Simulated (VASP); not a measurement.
# InRhC4N4 (P-43m) in VASP: notebook

Runs on InRhC4N4. Level: PBE. Tasks: single point.

Everything below comes from runs of VASP 6.6.1. Logs are shortened: lines on timing, memory, paths and dates and some standing lists are left out, and cuts for length are marked.

## Step 1: The cell of the first run

The structure is cubic, space group P-43m (No. 215). Conventional cell: a = 5.987 Å, b = 5.987 Å, c = 5.987 Å, α = 90.00°, β = 90.00°, γ = 90.00°. In (site symmetry -43m) has 4 N at 2.10 Å within 2.8 Å. Rh (site symmetry -43m) has 4 C at 1.92 Å within 2.5 Å. C (site symmetry 3m) has 1 N at 1.17 Å within 1.6 Å. Within 1.6 Å of N (site symmetry 3m) lie 1 C at 1.17 Å.

## Step 2: Single point, PBE, collinear spin, ferromagnetic start

The input, INCAR:

```
PREC = Accurate
ENCUT = 520
EDIFF = 1E-6
ISMEAR = 0
SIGMA = 0.1
LREAL = F
LASPH = T
NELM = 150
ALGO = Normal
ISIF = 2
LWAVE = F
LCHARG = F
ISPIN = 2
MAGMOM = 0 1 0 0 0 0 0 0 0 0
LORBIT = 11
LMAXMIX = 4
GGA = PE
NBANDS = 47
```

The input, KPOINTS:

```
Automatic mesh
0
Gamma
  4 4 4
```

The input, POSCAR:

```
InRhC4N4
1.0
    5.9865449400      0.0000000000      0.0000000000
    0.0000000000      5.9865449400      0.0000000000
    0.0000000000      0.0000000000      5.9865449400
In Rh C N
1 1 4 4
Direct
    0.5000000000      0.5000000000      0.5000000000
    0.0000000000      0.0000000000      0.0000000000
    0.1848780000      0.1848780000      0.1848780000
    0.1848780000      0.8151220000      0.8151220000
    0.8151220000      0.1848780000      0.8151220000
    0.8151220000      0.8151220000      0.1848780000
    0.2977143400      0.2977143400      0.2977143400
    0.2977143400      0.7022856600      0.7022856600
    0.7022856600      0.2977143400      0.7022856600
    0.7022856600      0.7022856600      0.2977143400
```

Potentials or basis: VASP PAW PBE potentials, release 64 (In_d, Rh_pv, C, N).

Command:

```
cat potpaw_PBE.64/In_d/POTCAR potpaw_PBE.64/Rh_pv/POTCAR potpaw_PBE.64/C/POTCAR potpaw_PBE.64/N/POTCAR > POTCAR
mpirun -np 1 vasp_std > vasp.out
```

OUTCAR:

```text
PREC = Accurate
   ENCUT = 520
   EDIFF = 1E-6
   ISMEAR = 0
   LREAL = F
   LASPH = T
   NELM = 150
   ISIF = 2
   ISPIN = 2
   LORBIT = 11
   GGA = PE

 ion  position               nearest neighbor table
   1  0.500  0.500  0.500-   7 2.10   8 2.10   9 2.10  10 2.10
   2  0.000  0.000  0.000-   3 1.92   4 1.92   5 1.92   6 1.92
   3  0.185  0.185  0.185-   7 1.17   2 1.92
   4  0.185  0.815  0.815-   8 1.17   2 1.92
   5  0.815  0.185  0.815-   9 1.17   2 1.92
   6  0.815  0.815  0.185-  10 1.17   2 1.92
   7  0.298  0.298  0.298-   3 1.17   1 2.10
   8  0.298  0.702  0.702-   4 1.17   1 2.10
   9  0.702  0.298  0.702-   5 1.17   1 2.10
  10  0.702  0.702  0.298-   6 1.17   1 2.10

  LATTYP: Found a simple cubic cell.
 ALAT       =     5.9865449400

  Lattice vectors:

 A1 = (   5.9865449400,   0.0000000000,   0.0000000000)
 A2 = (   0.0000000000,   5.9865449400,   0.0000000000)
 A3 = (   0.0000000000,   0.0000000000,   5.9865449400)

Analysis of symmetry for initial positions (statically):
=====================================================================
 Subroutine PRICEL returns:
 Original cell was already a primitive cell.

 Routine SETGRP: Setting up the symmetry group for a
 simple cubic supercell.

 Subroutine GETGRP returns: Found 24 space group operations
 (whereof 24 operations were pure point group operations)
 out of a pool of 48 trial point group operations.

The static configuration has the point symmetry T_d .

Analysis of symmetry for dynamics (positions and initial velocities):
=====================================================================
 Subroutine PRICEL returns:
 Original cell was already a primitive cell.

 Routine SETGRP: Setting up the symmetry group for a
 simple cubic supercell.

 Subroutine GETGRP returns: Found 24 space group operations
 (whereof 24 operations were pure point group operations)
 out of a pool of 48 trial point group operations.

The dynamic configuration has the point symmetry T_d .

Analysis of structural, dynamic, and magnetic symmetry:
=====================================================================
 Subroutine PRICEL returns:
 Original cell was already a primitive cell.

 Routine SETGRP: Setting up the symmetry group for a
 simple cubic supercell.

 Subroutine GETGRP returns: Found 24 space group operations
 (whereof 24 operations were pure point group operations)
[... 149 lines left out ...]

  energy without entropy =      -74.65952093  energy(sigma->0) =      -74.68360812

 E-fermi :   0.4426     XC(G=0):  -7.2778

 val. band max:        0.4283493903   @ k =   0.2500   0.2500   0.2500
 cond. band min:       0.4460306162   @ k =   0.5000   0.5000   0.0000
 fundamental gap:      0.0176812258
 Fermi energy:         0.4425822066

 spin component 1

 k-point     1 :       0.0000    0.0000    0.0000
  band No.  band energies     occupation
      1     -46.9654      1.00000
      2     -46.9654      1.00000
      3     -46.9654      1.00000
      4     -18.0385      1.00000
      5     -17.9795      1.00000
      6     -17.9795      1.00000
[... 459 lines left out ...]
     43       6.3612      0.00000
     44       6.3612      0.00000
 Fermi energy:         0.4425822066

 spin component 2

 k-point     1 :       0.0000    0.0000    0.0000
  band No.  band energies     occupation
      1     -46.2804      1.00000
      2     -46.2804      1.00000
      3     -46.2804      1.00000
      4     -17.9233      1.00000
      5     -17.8671      1.00000
      6     -17.8671      1.00000
[... 459 lines left out ...]
     43       6.5255      0.00000
     44       6.5255      0.00000
 [bands above 44 left out]

------------------------ aborting loop because EDIFF is reached ----------------------------------------

  FORCE on cell =-STRESS in cart. coord.  units (eV):
  Direction    XX          YY          ZZ          XY          YZ          ZX
  --------------------------------------------------------------------------------------
  -------------------------------------------------------------------------------------
  Total        4.7326711      4.7326711      4.7326711      0.0000000      0.0000000      0.0000000
  in kB       35.3417595     35.3417595     35.3417595      0.0000000      0.0000000      0.0000000
  external PRESSURE =      35.3417595 kB  Pullay stress =       0.0000000 kB

 VOLUME and BASIS-vectors are now :
 -----------------------------------------------------------------------------
  energy-cutoff  :      520.00
  volume of cell :      214.55
      direct lattice vectors                 reciprocal lattice vectors
     5.986544940  0.000000000  0.000000000     0.167041258  0.000000000  0.000000000
     0.000000000  5.986544940  0.000000000     0.000000000  0.167041258  0.000000000
     0.000000000  0.000000000  5.986544940     0.000000000  0.000000000  0.167041258

 POSITION                                       TOTAL-FORCE (eV/Angst)
 -----------------------------------------------------------------------------------
      2.99327      2.99327      2.99327        -0.000000     -0.000000     -0.000000
      0.00000      0.00000      0.00000        -0.000000     -0.000000     -0.000000
      1.10678      1.10678      1.10678        -0.337077     -0.337077     -0.337077
      1.10678      4.87976      4.87976        -0.337077      0.337077      0.337077
      4.87976      1.10678      4.87976         0.337077     -0.337077      0.337077
      4.87976      4.87976      1.10678         0.337077      0.337077     -0.337077
      1.78228      1.78228      1.78228         1.113876      1.113876      1.113876
      1.78228      4.20426      4.20426         1.113876     -1.113876     -1.113876
      4.20426      1.78228      4.20426        -1.113876      1.113876     -1.113876
      4.20426      4.20426      1.78228        -1.113876     -1.113876      1.113876
 -----------------------------------------------------------------------------------
    total drift:                                0.000000      0.000000      0.000000

  FREE ENERGIE OF THE ION-ELECTRON SYSTEM (eV)
  ---------------------------------------------------
  free  energy   TOTEN  =       -74.7076953160 eV

  energy  without entropy=      -74.6595209307  energy(sigma->0) =      -74.68360812

 total charge

# of ion       s       p       d       tot
------------------------------------------
    1        0.637   0.720  10.019  11.376
    2        0.476   6.535   7.104  14.115
    3        0.959   1.613   0.000   2.572
    4        0.959   1.613   0.000   2.572
    5        0.959   1.613   0.000   2.572
    6        0.959   1.613   0.000   2.572
    7        1.282   2.646   0.000   3.928
    8        1.282   2.646   0.000   3.928
    9        1.282   2.646   0.000   3.928
   10        1.282   2.646   0.000   3.928
--------------------------------------------------
tot         10.076  24.291  17.123  51.490

 magnetization (x)

# of ion       s       p       d       tot
------------------------------------------
    1        0.001   0.003   0.004   0.008
    2        0.004   0.140   0.770   0.913
    3        0.017   0.020   0.000   0.037
    4        0.017   0.020   0.000   0.037
    5        0.017   0.020   0.000   0.037
    6        0.017   0.020   0.000   0.037
    7        0.006   0.070   0.000   0.075
    8        0.006   0.070   0.000   0.075
    9        0.006   0.070   0.000   0.075
   10        0.006   0.070   0.000   0.075
--------------------------------------------------
tot          0.094   0.503   0.774   1.371
```

stdout:

```text
POSCAR found type information on POSCAR InRhC N
 POSCAR found :  4 types and      10 ions
 scaLAPACK will be used
 LDA part: xc-table for (Slater+PW92), standard interpolation
 POSCAR, INCAR and KPOINTS ok, starting setup
 FFT: planning ... GRIDC
 FFT: planning ... GRID_SOFT
 FFT: planning ... GRID
 WAVECAR not read
 entering main loop
```

Run time: 5.3 min. Hardware: 1 thread of Intel Xeon Platinum 8488C (Sapphire Rapids), shared host; peak memory 0.5 GiB.

Results:

* Free energy: -74.7077 eV
* Pressure: 3.5 GPa
* Largest force: 1.929 eV/Å
* Band gap on the k mesh: zero (filled and empty bands overlap)
* Net moment: 2.00 μB per cell
* Site moments: In +0.01; Rh +0.91; C +0.04; N +0.07 μB
* Valence electrons inside the program's atomic spheres: In 11.38; Rh 14.12; C 2.57; N 3.93

Forces in eV/Å, atoms in the order of the input:
```
In   0.000  0.000  0.000
Rh   0.000  0.000  0.000
C   -0.337 -0.337 -0.337
C   -0.337  0.337  0.337
C    0.337 -0.337  0.337
C    0.337  0.337 -0.337
N    1.114  1.114  1.114
N    1.114 -1.114 -1.114
N   -1.114  1.114 -1.114
N   -1.114 -1.114  1.114
```

Caveat: the cell stands under pressure; spin-orbit coupling is left out, which moves the levels of the heavy elements; forces of over 1 eV/Å act on the atoms, so gaps and moduli don't describe the material at rest.

## Step 3: Single point, PBE, collinear spin, ferromagnetic start

This run uses another cell than the first one, of 22.23 Å³/atom.

The input, INCAR:

```
PREC     = Accurate       # precision mode
ENCUT    = 520            # plane-wave cutoff, eV
EDIFF    = 1E-7           # SCF threshold, eV
ISMEAR   = 0              # smearing method
SIGMA    = 0.1            # smearing width, eV
LREAL    = F              # projectors in reciprocal space
LASPH    = T              # aspherical terms in the spheres
NELM     = 150            # most SCF steps
ALGO     = Normal         # electronic algorithm
ISIF     = 2              # what is computed and relaxed
LWAVE    = F              # write WAVECAR
LCHARG   = F              # write CHGCAR
ISPIN    = 2              # spin polarisation
MAGMOM   = 0 1 0 0 0 0 0 0 0 0 # initial moments
LORBIT   = 11             # projections on sites
LMAXMIX  = 4              # l up to which the mixer works
GGA      = PE             # functional
NBANDS   = 47             # bands
```

The input, KPOINTS:

```
regular mesh
0
Gamma
  4 4 4
```

The input, POSCAR:

```
InRhC4N4
1.0
    6.0581492203      0.0000000000      0.0000000000
    0.0000000000      6.0581492203      0.0000000000
    0.0000000000      0.0000000000      6.0581492203
In Rh C N
1 1 4 4
Direct
    0.5000000000      0.5000000000      0.5000000000
    0.0000000000      0.0000000000      0.0000000000
    0.1892618172      0.1892618172      0.1892618172
    0.1892618172      0.8107381828      0.8107381828
    0.8107381828      0.1892618172      0.8107381828
    0.8107381828      0.8107381828      0.1892618172
    0.3017322150      0.3017322150      0.3017322150
    0.3017322150      0.6982677850      0.6982677850
    0.6982677850      0.3017322150      0.6982677850
    0.6982677850      0.6982677850      0.3017322150
```

Potentials or basis: VASP PAW PBE potentials, release 64 (In_d, Rh_pv, C, N).

Command:

```
cat potpaw_PBE.64/In_d/POTCAR potpaw_PBE.64/Rh_pv/POTCAR potpaw_PBE.64/C/POTCAR potpaw_PBE.64/N/POTCAR > POTCAR
mpirun -np 1 vasp_std > vasp.out
```

Wall time 5.4 min (1 thread of Intel Xeon Platinum 8488C (Sapphire Rapids), shared host); peak memory 0.5 GiB.

Results (log left out):

- Free energy: -74.9008 eV
- Pressure: 0.4 GPa
- Largest force: 0.325 eV/Å
- Band gap on the k mesh: zero (filled and empty bands overlap)
- Net moment: 2.00 μB per cell
- Site moments: In +0.01; Rh +1.03; C +0.04; N +0.06 μB
- Valence electrons inside the program's atomic spheres: In 11.42; Rh 13.89; C 2.53; N 3.92

Forces in eV/Å, atoms in the order of the input:
```
In   0.000  0.000  0.000
Rh   0.000  0.000  0.000
C   -0.188 -0.188 -0.188
C   -0.188  0.188  0.188
C    0.188 -0.188  0.188
C    0.188  0.188 -0.188
N    0.177  0.177  0.177
N    0.177 -0.177 -0.177
N   -0.177  0.177 -0.177
N   -0.177 -0.177  0.177
```

Levels at points of the mesh, in eV from the Fermi level:
Spin up:
```
           k point  band 30  band 31  band 32  band 33  band 34  band 35  band 36  band 37
(0.00, 0.00, 0.00)    -2.27    -0.86    -0.86    -0.86     2.93     3.54     3.54     3.54
(0.50, 0.00, 0.00)    -2.18    -0.75    -0.52    -0.52     3.05     3.09     3.09     3.67
(0.50, 0.50, 0.00)    -2.18    -0.68    -0.50    -0.50     2.85     3.31     3.31     3.61
(0.50, 0.50, 0.50)    -2.23    -0.71    -0.71    -0.71     2.94     3.82     3.82     3.82
```
Spin down:
```tsv
k point	band 27	band 28	band 29	band 30	band 31	band 32	band 33	band 34	band 35	band 36
(0.00, 0.00, 0.00)	-4.16	-4.16	-1.89	-1.89	-0.21	-0.21	-0.21	2.98	3.86	3.86
(0.50, 0.00, 0.00)	-4.16	-4.16	-1.93	-1.80	-0.08	0.16	0.16	3.12	3.27	3.27
(0.50, 0.50, 0.00)	-4.17	-4.09	-1.91	-1.81	0.01	0.18	0.18	2.94	3.44	3.44
(0.50, 0.50, 0.50)	-4.05	-4.05	-1.86	-1.86	-0.04	-0.04	-0.04	3.00	4.09	4.09
```

Caveat: spin-orbit coupling is left out, which moves the levels of the heavy elements.
